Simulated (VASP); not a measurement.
# NiO2 (P-3m1) in VASP: further runs

Runs on NiO2. Level: PBEsol. Tasks: single point.

Everything below comes from runs of VASP 6.6.1. Logs are shortened: lines on timing, memory, paths and dates and some standing lists are left out, and cuts for length are marked.

### Step 1. The cell of the first run

Symmetry: P-3m1, No. 164, trigonal system. The conventional cell has a = 2.784 Å, b = 2.784 Å, c = 5.172 Å, α = 90.00°, β = 90.00°, γ = 120.00°. Ni (site symmetry -3m) has 6 O at 1.86 Å within 2.5 Å. O (site symmetry 3m) has 3 Ni at 1.86 Å and 3 O at 2.46 Å within 2.5 Å.

### Step 2. Single point, PBEsol (11.58 Å³/atom)

The input, INCAR:

```
SYSTEM = NiO2
  ALGO = Normal
  EDIFF = 1E-6
  ENCUT = 700
  GGA = PS
  GGA_COMPAT = .False.
  ISIF = 2
  ISMEAR = 0
  LASPH = .True.
  LCHARG = .True.
  LELF = .True.
  LREAL = .False.
  LVHAR = .True.
  LWAVE = .False.
  NBANDS = 22
  NELM = 120
  PREC = Accurate
  SIGMA = 0.02
```

The input, KPOINTS:

```
k-points
0
Gamma
  12 12 6
  0 0 0
```

The input, POSCAR:

```
NiO2
1.0
    2.7843771558      0.0000000000      0.0000000000
   -1.3921885779      2.4113413506      0.0000000000
    0.0000000000      0.0000000000      5.1722008372
Ni O
1 2
Direct
    0.0000000000      0.0000000000      0.5000000000
    0.6666666667      0.3333333333      0.6804084812
    0.3333333333      0.6666666667      0.3195915188
```

Potentials or basis: VASP PAW PBE potentials, release 64 (Ni_sv_GW, O).

On the command line:

```bash
$ cat potpaw_PBE.64/Ni_sv_GW/POTCAR potpaw_PBE.64/O/POTCAR > POTCAR
$ mpirun -np 1 vasp_std > vasp.out
```

OUTCAR:

```text
SYSTEM = NiO2
   EDIFF = 1E-6
   ENCUT = 700
   GGA = PS
   ISIF = 2
   ISMEAR = 0
   LASPH = .True.
   LREAL = .False.
   NELM = 120
   PREC = Accurate

 ion  position               nearest neighbor table
   1  0.000  0.000  0.500-   2 1.86   3 1.86   3 1.86   2 1.86   2 1.86   3 1.86
   2  0.667  0.333  0.680-   1 1.86   1 1.86   1 1.86
   3  0.333  0.667  0.320-   1 1.86   1 1.86   1 1.86

  LATTYP: Found a hexagonal cell.
 ALAT       =     2.7843771558
 C/A-ratio  =     1.8575791094

  Lattice vectors:

 A1 = (   2.7843771558,   0.0000000000,   0.0000000000)
 A2 = (  -1.3921885779,   2.4113413506,   0.0000000000)
 A3 = (   0.0000000000,   0.0000000000,   5.1722008372)

Analysis of symmetry for initial positions (statically):
=====================================================================
 Subroutine PRICEL returns:
 Original cell was already a primitive cell.

 Routine SETGRP: Setting up the symmetry group for a
 hexagonal supercell.

 Subroutine GETGRP returns: Found 12 space group operations
 (whereof 12 operations were pure point group operations)
 out of a pool of 24 trial point group operations.

The static configuration has the point symmetry D_3d.

Analysis of symmetry for dynamics (positions and initial velocities):
=====================================================================
 Subroutine PRICEL returns:
 Original cell was already a primitive cell.

 Routine SETGRP: Setting up the symmetry group for a
 hexagonal supercell.

 Subroutine GETGRP returns: Found 12 space group operations
 (whereof 12 operations were pure point group operations)
 out of a pool of 24 trial point group operations.

The dynamic configuration has the point symmetry D_3d.

 Subroutine INISYM returns: Found 12 space group operations
 (whereof 12 operations are pure point group operations),
 and found     1 'primitive' translations

----------------------------------------------------------------------------------------

                                     Primitive cell

  volume of cell :      34.7266

  direct lattice vectors                    reciprocal lattice vectors
     2.784377156  0.000000000  0.000000000     0.359146748  0.207353471  0.000000000
    -1.392188578  2.411341351  0.000000000     0.000000000  0.414706943  0.000000000
     0.000000000  0.000000000  5.172200837     0.000000000  0.000000000  0.193341293

  length of vectors
[... 75 lines left out ...]
   PREC   = accura    normal or accurate (medium, high low for compatibility)
   ISTART =      0    job   : 0-new  1-cont  2-samecut
   ICHARG =      2    charge: 1-file 2-atom 10-const
   ISPIN  =      1    spin polarized calculation?
   LNONCOLLINEAR =      F non collinear calculations
   LSORBIT =      F    spin-orbit coupling
   LASPH  =      T    aspherical Exc in radial PAW
   ENCUT  =  700.0 eV  51.45 Ry    7.17 a.u.   6.01  6.01 11.16*2*pi/ulx,y,z
   NELM   =    120;   NELMIN=  2; NELMDL= -5     # of ELM steps
   EDIFF  = 0.1E-05   stopping-criterion for ELM
   LREAL  =      F    real-space projection
   EDIFFG = 0.1E-04   stopping-criterion for IOM
   NSW    =      0    number of steps for IOM
   IBRION =     -1    ionic relax: 0-MD 1-quasi-New 2-CG
   NFREE  =      0    steps in history (QN), initial steepest desc. (CG)
   ISIF   =      2    stress and relaxation
   ISYM   =      2    0-nonsym 1-usesym 2-fastsym
   POTIM  = 0.5000    time-step for ionic-motion
   TEBEG  =    0.0;   TEEND  =   0.0 temperature during run
   PSTRESS=    0.0 pullay stress
   NELECT =      30.0000    total number of electrons
   NUPDOWN=      -1.0000    fix difference up-down
   EMIN   =  10.00;   EMAX   =-10.00  energy-range for DOS
   EFERMI =   0.00;   METHOD = LEGACY
   ISMEAR =     0;   SIGMA  =   0.02  broadening in eV -4-tet -1-fermi 0-gaus
   EFERMI_NEDOS =   21; number of points for ismear=-14 and -15
   IALGO  =     38    algorithm
   IMIX   =      4    mixing-type and parameters
     AMIX     =   0.40;   BMIX     =  1.00
     AMIX_MAG =   1.60;   BMIX_MAG =  1.00
  volume/ion in A,a.u.               =      11.58        78.12
  Fermi-wavevector in a.u.,A,eV,Ry     =   1.559174  2.946411 33.076076  2.431023
  Thomas-Fermi vector in A             =   2.662571
   LORBIT       =      0    0 simple, 1 ext, 2 COOP (PROOUT), +10 PAW based schemes
   GGA     = PS    functional components
   LHFCALC =     F    Hartree Fock is set to
   AEXX    =    0.0000 exact exchange contribution
   IVDW    =     0    specifies the selected vdW correction
   LEPSILON=     F    determine dielectric tensor
   LRPA    =     F    only Hartree local field effects (RPA)
 non-spin polarized calculation
 Gauss-broadening in eV      SIGMA  =   0.02
  energy-cutoff  :      700.00
  volume of cell :       34.73
 maximum number of plane-waves:      1506
   NGX = 13   NGY = 13   NGZ = 23

 number of electron      30.0000016 magnetization

 Free energy of the ion-electron system (eV)
  ---------------------------------------------------
  ext. energy  EPLUGINS =         0.00000000
  ---------------------------------------------------
  free energy    TOTEN  =       -19.78576056 eV

  energy without entropy =      -19.78576056  energy(sigma->0) =      -19.78576056

 E-fermi :   1.2457     XC(G=0): -10.3386

 val. band max:        1.0966652660   @ k =   0.0833   0.0833   0.5000
 cond. band min:       2.2049205131   @ k =   0.2500   0.0000   0.3333
 fundamental gap:      1.1082552471
 Fermi energy:         1.2457313587

 k-point     1 :       0.0000    0.0000    0.0000
  band No.  band energies     occupation
      1    -102.8061      2.00000
      2     -63.3856      2.00000
      3     -63.3856      2.00000
      4     -63.1056      2.00000
      5     -18.6113      2.00000
      6     -16.0887      2.00000
[... 589 lines left out ...]
     21      18.7122      0.00000
     22      20.4724      0.00000

 [... further k-points ...]
[... 5 lines left out ...]
  --------------------------------------------------------------------------------------
  -------------------------------------------------------------------------------------
  Total       -0.0180232     -0.0180232     -0.1470281      0.0000000     -0.0000000      0.0000000
  in kB       -0.8315362     -0.8315362     -6.7834199      0.0000000     -0.0000000      0.0000000
  external PRESSURE =      -2.8154975 kB  Pullay stress =       0.0000000 kB

 VOLUME and BASIS-vectors are now :
 -----------------------------------------------------------------------------
  energy-cutoff  :      700.00
  volume of cell :       34.73
      direct lattice vectors                 reciprocal lattice vectors
     2.784377156  0.000000000  0.000000000     0.359146748  0.207353471  0.000000000
    -1.392188578  2.411341351  0.000000000     0.000000000  0.414706943  0.000000000
     0.000000000  0.000000000  5.172200837     0.000000000  0.000000000  0.193341293

 POSITION                                       TOTAL-FORCE (eV/Angst)
 -----------------------------------------------------------------------------------
      0.00000      0.00000      2.58610         0.000000      0.000000      0.000000
      1.39219      0.80378      3.51921         0.000000      0.000000      0.040475
     -0.00000      1.60756      1.65299        -0.000000     -0.000000     -0.040475
 -----------------------------------------------------------------------------------
    total drift:                                0.000000      0.000000      0.000000

  FREE ENERGIE OF THE ION-ELECTRON SYSTEM (eV)
  ---------------------------------------------------
  free  energy   TOTEN  =       -19.7857605584 eV

  energy  without entropy=      -19.7857605584  energy(sigma->0) =      -19.78576056
```

OSZICAR:

```text
N       E                     dE             d eps       ncg     rms          rms(c)
DAV:   1     0.338316783732E+03    0.33832E+03   -0.22127E+04  7224   0.493E+03
DAV:   2    -0.100917612669E+02   -0.34841E+03   -0.32901E+03  7050   0.104E+03
DAV:   3    -0.331240742507E+02   -0.23032E+02   -0.22778E+02  7270   0.281E+02
DAV:   4    -0.337413116344E+02   -0.61724E+00   -0.61666E+00  6060   0.313E+01
DAV:   5    -0.337649307250E+02   -0.23619E-01   -0.23600E-01  6060   0.538E+00    0.292E+01
DAV:   6    -0.403153449419E+02   -0.65504E+01   -0.25890E+02  6436   0.745E+02    0.368E+01
DAV:   7    -0.198379853371E+02    0.20477E+02   -0.71673E+01  7082   0.624E+02    0.593E+00
DAV:   8    -0.198172259802E+02    0.20759E-01   -0.30863E+00  7112   0.362E+01    0.290E+00
DAV:   9    -0.197858267928E+02    0.31399E-01   -0.79702E-02  7342   0.102E+01    0.927E-01
DAV:  10    -0.197859900637E+02   -0.16327E-03   -0.10420E-02  7008   0.293E+00    0.160E-01
DAV:  11    -0.197857456932E+02    0.24437E-03   -0.19203E-03  7078   0.189E+00    0.431E-02
DAV:  12    -0.197857591029E+02   -0.13410E-04   -0.82312E-05  6662   0.447E-01    0.165E-02
DAV:  13    -0.197857624895E+02   -0.33865E-05   -0.19017E-05  6878   0.310E-01    0.154E-02
DAV:  14    -0.197857607383E+02    0.17512E-05   -0.17555E-05  5364   0.309E-01    0.555E-03
DAV:  15    -0.197857605584E+02    0.17990E-06   -0.30037E-06  3310   0.136E-01
   1 F= -.19785761E+02 E0= -.19785761E+02  d E =-.586613E-28
```

stdout:

```text
POSCAR found type information on POSCAR NiO
 POSCAR found :  2 types and       3 ions
 scaLAPACK will be used
 -----------------------------------------------------------------------------
|                                                                             |
|                                                                             |
|     You enforced a specific xc type in the INCAR file but a different       |
|     I HOPE YOU KNOW WHAT YOU ARE DOING!                                     |
|                                                                             |
 -----------------------------------------------------------------------------

 LDA part: xc-table for (Slater+PW92), standard interpolation
 POSCAR, INCAR and KPOINTS ok, starting setup
 FFT: planning ... GRIDC
 FFT: planning ... GRID_SOFT
 FFT: planning ... GRID
 WAVECAR not read
 entering main loop
```

It took 2 min on 1 thread of AMD EPYC 7R13 (Zen 3), shared host; peak memory 0.25 GiB.

What came out:

| Quantity | Value |
| --- | --- |
| Free energy | -19.7858 eV |
| Pressure | -0.3 GPa |
| Largest force | 0.040 eV/Å |
| Band gap on the k mesh | 1.11 eV (least direct gap 1.35 eV) |

Forces on the atoms (eV/Å):
```
Ni   0.000  0.000  0.000
O    0.000  0.000  0.040
O    0.000  0.000 -0.040
```

Stress tensor (GPa, compression positive):
```
-0.08  0.00  0.00
 0.00 -0.08  0.00
 0.00  0.00 -0.68
```

Caveat: the PAW data sets were made with another functional, which shifts forces and pressure a little; the run has no spin polarisation, though such a crystal can be magnetic. A k mesh can miss the band edges.

### Step 3. Single point, PBEsol

This run uses another cell than the first one, of 10.92 Å³/atom.

The input, INCAR:

```
  PREC = Accurate
  ENCUT = 700
  EDIFF = 1E-6
  ISMEAR = 0
  SIGMA = 0.02
  LREAL = F
  LASPH = T
  NELM = 120
  ALGO = Normal
  ISIF = 2
  LWAVE = F
  LCHARG = F
  GGA = PS
  NBANDS = 22
  GGA_COMPAT = F
```

The input, KPOINTS:

```
Automatic mesh
0
Gamma
  12 12 6
```

The input, POSCAR:

```
NiO2
1.0
    2.7845257550      0.0000000000      0.0000000000
   -1.3922628775      2.4114700413      0.0000000000
    0.0000000000      0.0000000000      4.8789139732
Ni O
1 2
Direct
    0.0000000000      0.0000000000      0.5000000000
    0.6666666667      0.3333333333      0.6912080179
    0.3333333333      0.6666666667      0.3087919821
```

Potentials or basis: VASP PAW PBE potentials, release 64 (Ni_sv_GW, O).

On the command line:

```bash
$ cat potpaw_PBE.64/Ni_sv_GW/POTCAR potpaw_PBE.64/O/POTCAR > POTCAR
$ mpirun -np 1 vasp_std > vasp.out
```

Run time: 42 s. Hardware: 1 thread of Intel Xeon 6975P-C (Granite Rapids), shared host; peak memory 0.25 GiB.

It converged, with:

* Free energy: -19.7856 eV
* Pressure: -0.1 GPa
* Largest force: 0.041 eV/Å
* Band gap on the k mesh: 1.03 eV (least direct gap 1.27 eV)

Forces in eV/Å, atoms in the order of the input:
```
Ni   0.000  0.000  0.000
O    0.000  0.000  0.041
O    0.000  0.000 -0.041
```

Stress tensor (GPa, compression positive):
```
 0.06  0.00  0.00
 0.00  0.06  0.00
 0.00  0.00 -0.52
```

Levels at points of the mesh, in eV from the valence-band top:
```tsv
k point	band 12	band 13	band 14	band 15	band 16	band 17	band 18	band 19
(0.00, 0.00, 0.00)	-1.13	-1.13	-1.01	-0.31	2.31	2.31	7.54	10.99
(0.50, 0.00, 0.00)	-2.08	-1.75	-1.66	-1.02	1.64	2.23	12.40	13.34
(0.00, 0.00, 0.50)	-1.92	-1.15	-1.15	-0.08	2.33	2.33	9.52	9.70
(0.50, 0.00, 0.50)	-1.75	-1.71	-1.68	-1.07	1.64	2.18	11.74	12.81
```

Caveat: the PAW data sets were made with another functional, which shifts forces and pressure a little; the run has no spin polarisation, though such a crystal can be magnetic. Spin polarisation is off, so any magnetic state and its effect on volume and gap are missing.

### Step 4. Single point, PBEsol

This run uses another cell than the first one, of 10.92 Å³/atom.

The input, INCAR:

```
SYSTEM = NiO2
ALGO = Normal
EDIFF = 1E-6
ENCUT = 700
GGA = PS
GGA_COMPAT = .FALSE.
ISIF = 2
ISMEAR = 0
LASPH = .TRUE.
LCHARG = .FALSE.
LREAL = .FALSE.
LWAVE = .FALSE.
NBANDS = 22
NELM = 120
PREC = Accurate
SIGMA = 0.02
```

The input, KPOINTS:

```
k-points
0
G
  12 12 6
  0 0 0
```

POSCAR is that of step 3.

On the command line:

```bash
$ cat potpaw_PBE.64/Ni_sv_GW/POTCAR potpaw_PBE.64/O/POTCAR > POTCAR
$ mpirun -np 1 vasp_std > vasp.out
```

It took 55 s on 1 thread of Intel Xeon Platinum 8488C (Sapphire Rapids), shared host; peak memory 0.26 GiB.

Results (log left out):

```
Free energy            : -19.7856 eV
Pressure               : -0.1 GPa
Largest force          : 0.041 eV/Å
Band gap on the k mesh : 1.03 eV (least direct gap 1.27 eV)
```

Forces in eV/Å, atoms in the order of the input:
```
Ni   0.000  0.000  0.000
O    0.000  0.000  0.041
O    0.000  0.000 -0.041
```

Stress tensor (GPa, compression positive):
```
 0.06  0.00  0.00
 0.00  0.06  0.00
 0.00  0.00 -0.52
```

Levels at points of the mesh, in eV from the valence-band top:
```tsv
k point	band 11	band 12	band 13	band 14	band 15	band 16	band 17	band 18	band 19	band 20
(0.00, 0.00, 0.00)	-2.16	-1.13	-1.13	-1.01	-0.31	2.31	2.31	7.54	10.99	13.88
(0.50, 0.00, 0.00)	-2.89	-2.08	-1.75	-1.66	-1.02	1.64	2.23	12.40	13.34	13.71
(0.00, 0.00, 0.50)	-2.16	-1.92	-1.15	-1.15	-0.08	2.33	2.33	9.52	9.70	13.04
(0.50, 0.00, 0.50)	-2.85	-1.75	-1.71	-1.68	-1.07	1.64	2.18	11.74	12.81	14.58
```

Caveat: the PAW data sets were made with another functional, which shifts forces and pressure a little; the run has no spin polarisation, though such a crystal can be magnetic. A k mesh can miss the band edges.
